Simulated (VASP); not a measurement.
NaCl: single point with LDA

NaCl:

```
Na Cl
1.0
     0.00000    2.80273    2.80273
     2.80273    0.00000    2.80273
     2.80273    2.80273    0.00000
Na Cl
1 1
Direct
  0.00000 0.00000 0.00000
  0.50000 0.50000 0.50000
```

```
Program             : VASP 6.6.1
Task                : single point
Functional          : LDA
Potentials or basis : VASP PAW LDA potentials, release 64 (Na_pv, Cl)
Cutoff              : 520 eV
k mesh              : 4 × 4 × 4
Occupations         : gaussian, width 0.01 eV
Spin                : no spin polarisation
```

- Pressure: -2.0 GPa
- Band gap on the k mesh: 4.77 eV

Levels at points of the mesh, in eV from the valence-band top:
| k point | band 4 | band 5 | band 6 | band 7 | band 8 | band 9 | band 10 | band 11 |
| --- | --- | --- | --- | --- | --- | --- | --- | --- |
| (0.00, 0.00, 0.00) | -12.63 | 0.00 | 0.00 | 0.00 | 4.77 | 10.86 | 10.86 | 10.86 |
| (0.50, 0.00, 0.00) | -12.25 | -2.08 | -0.29 | -0.29 | 6.92 | 10.41 | 10.72 | 10.72 |
| (0.50, 0.50, 0.00) | -12.20 | -1.79 | -0.64 | -0.64 | 7.22 | 7.72 | 11.06 | 14.49 |

Wall time 10 s on 1 thread of AMD EPYC 7R13, with other jobs on the host, peak memory 0.11 GiB.

Caveat: the k points lie up to 0.49 Å⁻¹ apart. Expect the measured gap to be larger: semilocal functionals such as LDA lack the derivative discontinuity.
